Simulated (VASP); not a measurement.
**Cd: single point with PBEsol**

Cd:

```
CELL_PARAMETERS angstrom
2.85972 0.00000 0.00000
-1.42986 2.47659 0.00000
0.00000 0.00000 5.61765
ATOMIC_POSITIONS crystal
Cd 0.33333 0.66667 0.25000
Cd 0.66667 0.33333 0.75000
```

This cell differs from its parent crystal: strain -0.0400 x Voigt [1, 1, 0, 0, 0, 0].

| Item | Value |
| --- | --- |
| Program | VASP 6.6.1 |
| Task | single point |
| Functional | PBEsol |
| Potentials or basis | VASP PAW PBE potentials, release 64 (Cd_sv_GW) |
| Cutoff | 630 eV |
| k mesh | 18 × 18 × 8 |
| Occupations | gaussian, width 0.15 eV |
| Spin | no spin polarisation |

| Property | Result |
| --- | --- |
| Pressure | 4.8 GPa |
| Band gap on the k mesh | zero (bands 20 and 21 overlap by 5.19 eV) |

Stress tensor (GPa, compression positive):
```
6.45 0.00 0.00
0.00 6.45 0.00
0.00 0.00 1.54
```

Levels at points of the mesh, in eV from the Fermi level:
```tsv
k point	band 18	band 19	band 20	band 21	band 22	band 23
(0.00, 0.00, 0.00)	-8.44	-8.44	-3.55	-3.36	9.74	14.28
(0.50, 0.00, 0.00)	-8.05	-2.41	-1.63	2.00	3.10	3.54
(0.00, 0.00, 0.50)	-8.55	-7.84	-7.84	3.30	3.30	14.56
(0.50, 0.00, 0.50)	-8.06	-1.69	-1.69	0.51	0.51	7.95
```

Wall time 2.1 min on 1 thread of AMD EPYC 9R14 (Zen 4), with other jobs on the host, peak memory 0.34 GiB.

Caveat: the cell differs from its parent crystal (strain -0.0400 x Voigt [1, 1, 0, 0, 0, 0]); the cell stands under pressure; the PAW data sets were made with another functional, which shifts forces and pressure a little.
